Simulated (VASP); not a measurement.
# HfSiO4 (I4_1/amd) in VASP: notebook, part 2 of 2

VASP 6.6.1. Earlier steps stand in the parts before.

### Step 3. Single point, PBE (z stretched by +3 %, then relaxed in part)

INCAR reads:

```
SYSTEM = HfSiO4
  ALGO = Normal
  EDIFF = 1E-7
  ENCUT = 520
  GGA = PE
  ISIF = 2
  ISMEAR = -1
  LASPH = .True.
  LCHARG = .False.
  LREAL = .False.
  LWAVE = .False.
  NBANDS = 50
  NELM = 100
  PREC = Accurate
  SIGMA = 0.02
```

KPOINTS reads:

```
k-points
0
Gamma
  7 7 7
  0 0 0
```

POSCAR reads:

```
HfSiO4
1.0
   -3.2862500000      3.2862500000      3.0710480000
    3.2862500000     -3.2862500000      3.0710480000
    3.2862500000      3.2862500000     -3.0710480000
Hf Si O
2 2 8
Direct
    0.7500000000      0.2500000000      0.5000000000
    0.0000000000      0.0000000000      0.0000000000
    0.2500000000      0.7500000000      0.5000000000
    0.5000000000      0.5000000000      0.0000000000
    0.1352999901      0.3202280497      0.8150719404
    0.0702280497      0.7551561093      0.6849280596
    0.5051561093      0.3202280497      0.1849280596
    0.0702280497      0.3852999901      0.3150719404
    0.6147000099      0.9297719503      0.6849280596
    0.6797719503      0.8647000099      0.1849280596
    0.2448438907      0.9297719503      0.3150719404
    0.6797719503      0.4948438907      0.8150719404
```

Potentials or basis: VASP PAW PBE potentials, release 64 (Hf_pv, Si, O).

Run with:

```console
$ cat potpaw_PBE.64/Hf_pv/POTCAR potpaw_PBE.64/Si/POTCAR potpaw_PBE.64/O/POTCAR > POTCAR
$ mpirun -np 1 vasp_std > vasp.out
```

OUTCAR:

```text
SYSTEM = HfSiO4
   EDIFF = 1E-7
   ENCUT = 520
   GGA = PE
   ISIF = 2
   ISMEAR = -1
   LASPH = .True.
   LREAL = .False.
   NELM = 100
   PREC = Accurate

 ion  position               nearest neighbor table
   1  0.750  0.250  0.500-   7 2.12  12 2.12  10 2.12   5 2.12   8 2.31   9 2.31   6 2.31  11 2.31
                             3 3.07   3 3.07   2 3.63   2 3.63   2 3.63   2 3.63
   2  0.000  0.000  0.000-   6 2.12  11 2.12   9 2.12   8 2.12  10 2.31   5 2.31   7 2.31  12 2.31
                             4 3.07   4 3.07   1 3.63   1 3.63   1 3.63   1 3.63
   3  0.250  0.750  0.500-   8 1.64   9 1.64   6 1.64  11 1.64   1 3.07   1 3.07
   4  0.500  0.500  0.000-   5 1.64  10 1.64   7 1.64  12 1.64   2 3.07   2 3.07
   5  0.135  0.320  0.815-   4 1.64   1 2.12   2 2.31
   6  0.070  0.755  0.685-   3 1.64   2 2.12   1 2.31
   7  0.505  0.320  0.185-   4 1.64   1 2.12   2 2.31
   8  0.070  0.385  0.315-   3 1.64   2 2.12   1 2.31
   9  0.615  0.930  0.685-   3 1.64   2 2.12   1 2.31
  10  0.680  0.865  0.185-   4 1.64   1 2.12   2 2.31
  11  0.245  0.930  0.315-   3 1.64   2 2.12   1 2.31
  12  0.680  0.495  0.815-   4 1.64   1 2.12   2 2.31

  LATTYP: Found a body centered tetragonal cell.
 ALAT       =     6.5725000000
 C/A-ratio  =     0.9345144161

  Lattice vectors:

 A1 = (  -3.2862500000,   3.2862500000,   3.0710480000)
 A2 = (   3.2862500000,  -3.2862500000,   3.0710480000)
 A3 = (   3.2862500000,   3.2862500000,  -3.0710480000)

Analysis of symmetry for initial positions (statically):
=====================================================================
 Subroutine PRICEL returns:
 Original cell was already a primitive cell.

 Routine SETGRP: Setting up the symmetry group for a
 body centered tetragonal supercell.

 Subroutine GETGRP returns: Found 16 space group operations
[... 160 lines left out ...]
  volume/ion in A,a.u.               =      11.06        74.60
  Fermi-wavevector in a.u.,A,eV,Ry     =   1.359659  2.569384 25.152729  1.848673
  Thomas-Fermi vector in A             =   2.486388
   LORBIT       =      0    0 simple, 1 ext, 2 COOP (PROOUT), +10 PAW based schemes
   GGA     = PE    functional components
   LHFCALC =     F    Hartree Fock is set to
   AEXX    =    0.0000 exact exchange contribution
   IVDW    =     0    specifies the selected vdW correction
   LEPSILON=     F    determine dielectric tensor
   LRPA    =     F    only Hartree local field effects (RPA)
 non-spin polarized calculation
  energy-cutoff  :      520.00
  volume of cell :      132.66
 maximum number of plane-waves:      3603
 NGX is ok and might be reduce to    42
   NGX = 21   NGY = 21   NGZ = 21

 number of electron      75.9999996 magnetization

 Free energy of the ion-electron system (eV)
  ---------------------------------------------------
  ext. energy  EPLUGINS =         0.00000000
  ---------------------------------------------------
  free energy    TOTEN  =      -108.59050637 eV

  energy without entropy =     -108.59050637  energy(sigma->0) =     -108.59050637

 E-fermi :   3.6053     XC(G=0): -10.9598

 val. band max:        3.1038095956   @ k =   0.0000   0.0000   0.0000
 cond. band min:       8.3665370658   @ k =  -0.4286   0.4286   0.0000
 fundamental gap:      5.2627274702
 Fermi energy:         3.6052910569

 k-point     1 :       0.0000    0.0000    0.0000
  band No.  band energies     occupation
      1     -26.3756      2.00000
      2     -26.3756      2.00000
      3     -26.2977      2.00000
      4     -26.2892      2.00000
      5     -26.2224      2.00000
      6     -26.2224      2.00000
[... 1261 lines left out ...]
     49      12.3108      0.00000
     50      12.5277      0.00000

 [... further k-points ...]
[... 5 lines left out ...]
  --------------------------------------------------------------------------------------
  -------------------------------------------------------------------------------------
  Total        0.3511728      0.3511728     -6.0162100      0.0000000      0.0000000      0.0000000
  in kB        4.2411505      4.2411505    -72.6583907      0.0000000      0.0000000      0.0000000
  external PRESSURE =     -21.3920299 kB  Pullay stress =       0.0000000 kB

 VOLUME and BASIS-vectors are now :
 -----------------------------------------------------------------------------
  energy-cutoff  :      520.00
  volume of cell :      132.66
      direct lattice vectors                 reciprocal lattice vectors
    -3.286250000  3.286250000  3.071048000     0.000000000  0.152149106  0.162810871
     3.286250000 -3.286250000  3.071048000     0.152149106  0.000000000  0.162810871
     3.286250000  3.286250000 -3.071048000     0.152149106  0.152149106  0.000000000

 POSITION                                       TOTAL-FORCE (eV/Angst)
 -----------------------------------------------------------------------------------
     -0.00000      3.28625      1.53552         0.000000     -0.000000     -0.000000
      0.00000      0.00000      0.00000         0.000000     -0.000000     -0.000000
      3.28625     -0.00000      1.53552         0.000000     -0.000000     -0.000000
      0.00000      0.00000      3.07105         0.000000     -0.000000     -0.000000
      3.28625      2.07081     -1.10418         0.000000     -0.151573     -0.121520
      4.50169     -0.00000      0.43135         0.151573     -0.000000     -0.121520
     -0.00000      1.21544      1.96687         0.000000      0.151573     -0.121520
      2.07081      0.00000      0.43135        -0.151573     -0.000000     -0.121520
      3.28625      1.21544      2.63970         0.000000      0.151573      0.121520
      1.21544     -0.00000      4.17522         0.151573     -0.000000      0.121520
      3.28625     -1.21544      2.63970         0.000000     -0.151573      0.121520
      2.07081      3.28625      1.10418        -0.151573     -0.000000      0.121520
 -----------------------------------------------------------------------------------
    total drift:                               -0.000000     -0.000000      0.000000

  FREE ENERGIE OF THE ION-ELECTRON SYSTEM (eV)
  ---------------------------------------------------
  free  energy   TOTEN  =      -108.5905063658 eV

  energy  without entropy=     -108.5905063658  energy(sigma->0) =     -108.59050637
```

OSZICAR:

```text
N       E                     dE             d eps       ncg     rms          rms(c)
DAV:   1     0.462975415072E+03    0.46298E+03   -0.42222E+04  4000   0.148E+03
DAV:   2    -0.956882220784E+02   -0.55866E+03   -0.54136E+03  4902   0.366E+02
DAV:   3    -0.125252112969E+03   -0.29564E+02   -0.29418E+02  4872   0.816E+01
DAV:   4    -0.125626747504E+03   -0.37463E+00   -0.37405E+00  5160   0.101E+01
DAV:   5    -0.125631584863E+03   -0.48374E-02   -0.48356E-02  5040   0.107E+00    0.684E+01
DAV:   6    -0.108676760093E+03    0.16955E+02   -0.69029E+01  4546   0.370E+01    0.561E+01
DAV:   7    -0.108619055342E+03    0.57705E-01   -0.33122E+00  5056   0.838E+00    0.399E+01
DAV:   8    -0.108641772579E+03   -0.22717E-01   -0.64092E-01  4956   0.467E+00    0.116E+01
DAV:   9    -0.108589999166E+03    0.51773E-01   -0.22143E-01  4544   0.238E+00    0.269E+00
DAV:  10    -0.108590563752E+03   -0.56459E-03   -0.11375E-02  5088   0.562E-01    0.586E-01
DAV:  11    -0.108590358518E+03    0.20523E-03   -0.12087E-03  4856   0.177E-01    0.211E-01
DAV:  12    -0.108590476806E+03   -0.11829E-03   -0.14460E-04  4920   0.572E-02    0.598E-02
DAV:  13    -0.108590505733E+03   -0.28928E-04   -0.32951E-05  5088   0.301E-02    0.487E-02
DAV:  14    -0.108590506095E+03   -0.36158E-06   -0.20451E-06  4958   0.714E-03    0.637E-03
DAV:  15    -0.108590506302E+03   -0.20714E-06   -0.55565E-07  4880   0.351E-03    0.241E-03
DAV:  16    -0.108590506366E+03   -0.63706E-07   -0.23457E-08  2942   0.838E-04
   1 F= -.10859051E+03 E0= -.10859051E+03  d E =-.725907E-13
```

stdout:

```text
POSCAR found type information on POSCAR HfSiO
 POSCAR found :  3 types and      12 ions
 scaLAPACK will be used
 LDA part: xc-table for (Slater+PW92), standard interpolation
 POSCAR, INCAR and KPOINTS ok, starting setup
 FFT: planning ... GRIDC
 FFT: planning ... GRID_SOFT
 FFT: planning ... GRID
 WAVECAR not read
 entering main loop
```

Wall time 6.2 min (1 thread of Intel Xeon Platinum 8259CL at 2.50GHz (Skylake/Cascade Lake), shared host); peak memory 0.38 GiB.

Results:

| Property | Result |
| --- | --- |
| Free energy | -108.5905 eV |
| Pressure | -2.1 GPa |
| Largest force | 0.194 eV/Å |
| Band gap on the k mesh | 5.26 eV (least direct gap 5.70 eV) |

Forces on the atoms (eV/Å):
```
Hf   0.000  0.000  0.000
Hf   0.000  0.000  0.000
Si   0.000  0.000  0.000
Si   0.000  0.000  0.000
O    0.000 -0.152 -0.122
O    0.152  0.000 -0.122
O    0.000  0.152 -0.122
O   -0.152  0.000 -0.122
O    0.000  0.152  0.122
O    0.152  0.000  0.122
O    0.000 -0.152  0.122
O   -0.152  0.000  0.122
```

Stress tensor (GPa, compression positive):
```
 0.42  0.00  0.00
 0.00  0.42  0.00
 0.00  0.00 -7.27
```

Caveat: the cell differs from its parent crystal (z stretched by +3 %, then relaxed in part); spin-orbit coupling is left out, which moves the levels of the heavy elements; an odd mesh through Γ misses points on the zone boundary, where band edges can lie.

### Step 4. Single point, PBE (11.16 Å³/atom)

This run uses another cell than the first one, of 11.16 Å³/atom.

INCAR reads:

```
ALGO = Normal ; EDIFF = 1E-7
ENCUT = 520 ; GGA = PE
ISIF = 2 ; ISMEAR = -1
LASPH = T ; LCHARG = F
LREAL = F ; LWAVE = F
NBANDS = 50 ; NELM = 60
PREC = Accurate ; SIGMA = 0.02
```

KPOINTS reads:

```
k-points
0
Gamma
  7 7 7
```

POSCAR reads:

```
HfSiO4
1.0
   -3.3294950908      3.3294950908      3.0208360784
    3.3294950908     -3.3294950908      3.0208360784
    3.3294950908      3.3294950908     -3.0208360784
Hf Si O
2 2 8
Direct
    0.7500000000      0.2500000000      0.5000000000
    0.0000000000      0.0000000000      0.0000000000
    0.2500000000      0.7500000000      0.5000000000
    0.5000000000      0.5000000000      0.0000000000
    0.1350608305      0.3190629025      0.8159979280
    0.0690629025      0.7530649744      0.6840020720
    0.5030649744      0.3190629025      0.1840020720
    0.0690629025      0.3850608305      0.3159979280
    0.6149391695      0.9309370975      0.6840020720
    0.6809370975      0.8649391695      0.1840020720
    0.2469350256      0.9309370975      0.3159979280
    0.6809370975      0.4969350256      0.8159979280
```

Potentials or basis: VASP PAW PBE potentials, release 64 (Hf_pv, Si, O).

Run with:

```console
$ cat potpaw_PBE.64/Hf_pv/POTCAR potpaw_PBE.64/Si/POTCAR potpaw_PBE.64/O/POTCAR > POTCAR
$ mpirun -np 1 vasp_std > vasp.out
```

OUTCAR:

```text
EDIFF = 1E-7
   ENCUT = 520
   GGA = PE
   ISIF = 2
   ISMEAR = -1
   LASPH = T
   LREAL = F
   NELM = 60
   PREC = Accurate

 ion  position               nearest neighbor table
   1  0.750  0.250  0.500-   5 2.15  10 2.15   7 2.15  12 2.15   6 2.28  11 2.28   9 2.28   8 2.28
                             3 3.02   3 3.02   2 3.66   2 3.66   2 3.66   2 3.66
   2  0.000  0.000  0.000-   8 2.15   9 2.15   6 2.15  11 2.15   7 2.28  12 2.28   5 2.28  10 2.28
                             4 3.02   4 3.02   1 3.66   1 3.66   1 3.66   1 3.66
   3  0.250  0.750  0.500-   6 1.64  11 1.64   9 1.64   8 1.64   1 3.02   1 3.02
   4  0.500  0.500  0.000-   7 1.64  12 1.64  10 1.64   5 1.64   2 3.02   2 3.02
   5  0.135  0.319  0.816-   4 1.64   1 2.15   2 2.28
   6  0.069  0.753  0.684-   3 1.64   2 2.15   1 2.28
   7  0.503  0.319  0.184-   4 1.64   1 2.15   2 2.28
   8  0.069  0.385  0.316-   3 1.64   2 2.15   1 2.28
   9  0.615  0.931  0.684-   3 1.64   2 2.15   1 2.28
  10  0.681  0.865  0.184-   4 1.64   1 2.15   2 2.28
  11  0.247  0.931  0.316-   3 1.64   2 2.15   1 2.28
  12  0.681  0.497  0.816-   4 1.64   1 2.15   2 2.28

  LATTYP: Found a body centered tetragonal cell.
 ALAT       =     6.6589901816
 C/A-ratio  =     0.9072955496

  Lattice vectors:

 A1 = (  -3.3294950908,   3.3294950908,   3.0208360784)
 A2 = (   3.3294950908,  -3.3294950908,   3.0208360784)
 A3 = (   3.3294950908,   3.3294950908,  -3.0208360784)

Analysis of symmetry for initial positions (statically):
=====================================================================
 Subroutine PRICEL returns:
 Original cell was already a primitive cell.

 Routine SETGRP: Setting up the symmetry group for a
 body centered tetragonal supercell.

 Subroutine GETGRP returns: Found 16 space group operations
 (whereof  8 operations were pure point group operations)
 out of a pool of 16 trial point group operations.

The static configuration has the point symmetry D_2d.
[... 159 lines left out ...]
   LORBIT       =      0    0 simple, 1 ext, 2 COOP (PROOUT), +10 PAW based schemes
   GGA     = PE    functional components
   LHFCALC =     F    Hartree Fock is set to
   AEXX    =    0.0000 exact exchange contribution
   IVDW    =     0    specifies the selected vdW correction
   LEPSILON=     F    determine dielectric tensor
   LRPA    =     F    only Hartree local field effects (RPA)
 non-spin polarized calculation
  energy-cutoff  :      520.00
  volume of cell :      133.95
 maximum number of plane-waves:      3633
 NGX is ok and might be reduce to    42
   NGX = 21   NGY = 21   NGZ = 21

 number of electron      76.0000017 magnetization

 Free energy of the ion-electron system (eV)
  ---------------------------------------------------
  ext. energy  EPLUGINS =         0.00000000
  ---------------------------------------------------
  free energy    TOTEN  =      -108.63911945 eV

  energy without entropy =     -108.63911945  energy(sigma->0) =     -108.63911945

 E-fermi :   3.4349     XC(G=0): -10.8966

 val. band max:        2.9896212411   @ k =   0.0000   0.0000   0.0000
 cond. band min:       8.1957275816   @ k =   0.2857   0.2857   0.1429
 fundamental gap:      5.2061063405
 Fermi energy:         3.4348516826

 k-point     1 :       0.0000    0.0000    0.0000
  band No.  band energies     occupation
      1     -26.5274      2.00000
      2     -26.5274      2.00000
      3     -26.4684      2.00000
      4     -26.4601      2.00000
      5     -26.3796      2.00000
      6     -26.3796      2.00000
[... 1261 lines left out ...]
     49      12.1253      0.00000
     50      12.3239      0.00000

 [... further k-points ...]
[... 5 lines left out ...]
  --------------------------------------------------------------------------------------
  -------------------------------------------------------------------------------------
  Total       -2.7103387     -2.7103387     -3.2949220      0.0000000      0.0000000      0.0000000
  in kB      -32.4183004    -32.4183004    -39.4104877      0.0000000      0.0000000      0.0000000
  external PRESSURE =     -34.7490295 kB  Pullay stress =       0.0000000 kB

 VOLUME and BASIS-vectors are now :
 -----------------------------------------------------------------------------
  energy-cutoff  :      520.00
  volume of cell :      133.95
      direct lattice vectors                 reciprocal lattice vectors
    -3.329495091  3.329495091  3.020836078     0.000000000  0.150172920  0.165517091
     3.329495091 -3.329495091  3.020836078     0.150172920  0.000000000  0.165517091
     3.329495091  3.329495091 -3.020836078     0.150172920  0.150172920  0.000000000

 POSITION                                       TOTAL-FORCE (eV/Angst)
 -----------------------------------------------------------------------------------
      0.00000      3.32950      1.51042         0.000000     -0.000000     -0.000000
      0.00000      0.00000      0.00000        -0.000000     -0.000000     -0.000000
      3.32950      0.00000      1.51042        -0.000000     -0.000000     -0.000000
      0.00000      0.00000      3.02084         0.000000     -0.000000     -0.000000
      3.32950      2.10423     -1.09316        -0.000000     -0.126606     -0.141550
      4.55476      0.00000      0.41726         0.126606     -0.000000     -0.141550
      0.00000      1.22527      1.92767        -0.000000      0.126606     -0.141550
      2.10423     -0.00000      0.41726        -0.126606     -0.000000     -0.141550
      3.32950      1.22527      2.60358         0.000000      0.126606      0.141550
      1.22527     -0.00000      4.11400         0.126606      0.000000      0.141550
      3.32950     -1.22527      2.60358         0.000000     -0.126606      0.141550
      2.10423      3.32950      1.09316        -0.126606     -0.000000      0.141550
 -----------------------------------------------------------------------------------
    total drift:                                0.000000     -0.000000      0.000000

  FREE ENERGIE OF THE ION-ELECTRON SYSTEM (eV)
  ---------------------------------------------------
  free  energy   TOTEN  =      -108.6391194459 eV

  energy  without entropy=     -108.6391194459  energy(sigma->0) =     -108.63911945
```

stdout:

```text
POSCAR found type information on POSCAR HfSiO
 POSCAR found :  3 types and      12 ions
 scaLAPACK will be used
 LDA part: xc-table for (Slater+PW92), standard interpolation
 POSCAR, INCAR and KPOINTS ok, starting setup
 FFT: planning ... GRIDC
 FFT: planning ... GRID_SOFT
 FFT: planning ... GRID
 WAVECAR not read
 entering main loop
```

Wall time 5.9 min (1 thread of Intel Xeon Platinum 8259CL at 2.50GHz (Skylake/Cascade Lake), shared host); peak memory 0.39 GiB.

Results:

- Free energy: -108.6391 eV
- Pressure: -3.5 GPa
- Largest force: 0.190 eV/Å
- Band gap on the k mesh: 5.21 eV (least direct gap 5.55 eV)

Forces in eV/Å, atoms in the order of the input:
```
Hf   0.000  0.000  0.000
Hf   0.000  0.000  0.000
Si   0.000  0.000  0.000
Si   0.000  0.000  0.000
O    0.000 -0.127 -0.142
O    0.127  0.000 -0.142
O    0.000  0.127 -0.142
O   -0.127  0.000 -0.142
O    0.000  0.127  0.142
O    0.127  0.000  0.142
O    0.000 -0.127  0.142
O   -0.127  0.000  0.142
```

Stress tensor (GPa, compression positive):
```
-3.24  0.00  0.00
 0.00 -3.24  0.00
 0.00  0.00 -3.94
```

Levels at points of the mesh, in eV from the valence-band top:
```
           k point  band 34  band 35  band 36  band 37  band 38  band 39  band 40  band 41  band 42  band 43
(0.00, 0.00, 0.00)    -0.71    -0.59    -0.59    -0.52     0.00     5.55     5.85     5.88     5.97     5.97
```

Caveat: the cell stands under tension; spin-orbit coupling is left out, which moves the levels of the heavy elements; an odd mesh through Γ misses points on the zone boundary, where band edges can lie.

### Step 5. Overview

```csv
cell,gap on the mesh (eV),pressure (GPa),largest force (eV/Å)
"a = 5.554 Å, angles 107.4, 107.4, 113.6°, 12 atoms",5.32,0.2,0.19
"a = 5.570 Å, angles 107.7, 107.7, 113.1°, 12 atoms",5.26,-2.1,0.19
"a = 5.594 Å, angles 107.0, 107.0, 114.6°, 12 atoms",5.21,-3.5,0.19
```

Alike in all rows: task single point; level PBE; potentials or basis VASP PAW PBE potentials, release 64 (Hf_pv, Si, O); no spin polarisation; k mesh 7 × 7 × 7; cutoff (eV) 520; smearing fermi-dirac 0.02 eV.

Caveats: spin-orbit coupling is left out, which moves the levels of the heavy elements; an odd mesh through Γ misses points on the zone boundary, where band edges can lie; the cell stands under tension (at least some runs).

Absolute energies hang on the potentials; compare differences alone.
